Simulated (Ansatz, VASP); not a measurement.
## One calculation of Al36H, two programs

```
Al H
1.0
     5.62884    0.00000    0.00000
    -2.81442    4.87472    0.00000
     0.00000    0.00000   35.90736
Al H
36 1
Direct
  0.16667 0.33333 0.11140
  0.16667 0.83333 0.11140
  0.66667 0.33333 0.11140
  0.66667 0.83333 0.11140
  0.00000 0.00000 0.17574
  0.00000 0.50000 0.17574
  0.50000 0.00000 0.17574
  0.50000 0.50000 0.17574
  0.33333 0.16667 0.24008
  0.33333 0.66667 0.24008
  0.83333 0.16667 0.24008
  0.83333 0.66667 0.24008
  0.00000 0.00000 0.30442
  0.00000 0.50000 0.30442
  0.50000 0.00000 0.30442
  0.50000 0.50000 0.30442
  0.16667 0.33333 0.36825
  0.16667 0.83333 0.36825
  0.66667 0.33333 0.36825
  0.66667 0.83333 0.36825
  0.00000 0.00000 0.43207
  0.00000 0.50000 0.43207
  0.50000 0.00000 0.43207
  0.50000 0.50000 0.43207
  0.33333 0.16667 0.49678
  0.33333 0.66667 0.49678
  0.83333 0.16667 0.49678
  0.83333 0.66667 0.49678
  0.00000 0.00000 0.56112
  0.00000 0.50000 0.56112
  0.50000 0.00000 0.56112
  0.50000 0.50000 0.56112
  0.16667 0.33333 0.62682
  0.16667 0.83333 0.62682
  0.66667 0.33333 0.62682
  0.66667 0.83333 0.62682
  0.50000 0.50000 0.72151
```

Alike in both runs: task single point; functional PBE; dispersion D3(BJ); k mesh 6 × 6 × 1; occupations gaussian, width 0.1 eV; no spin polarisation.

|  | VASP | Ansatz |
| --- | --- | --- |
| version | VASP 6.6.1 | Ansatz 0.2.0 |
| potentials or method | VASP PAW PBE potentials, release 64 (Al, H), cutoff 520 eV | scalar-relativistic, plane waves, PAW |
| valence electrons in the cell | 109 | 109 |

```csv
,VASP,Ansatz,Ansatz less VASP
gap on the k mesh at the Fermi level (eV),none,none,-
rms of the force components (eV/Å),0.077,0.077,+0.0001
```

Atom by atom the forces differ by 0.001 eV/Å (rms over components). A gap of «none» marks a metal or a gap that the smearing closes.
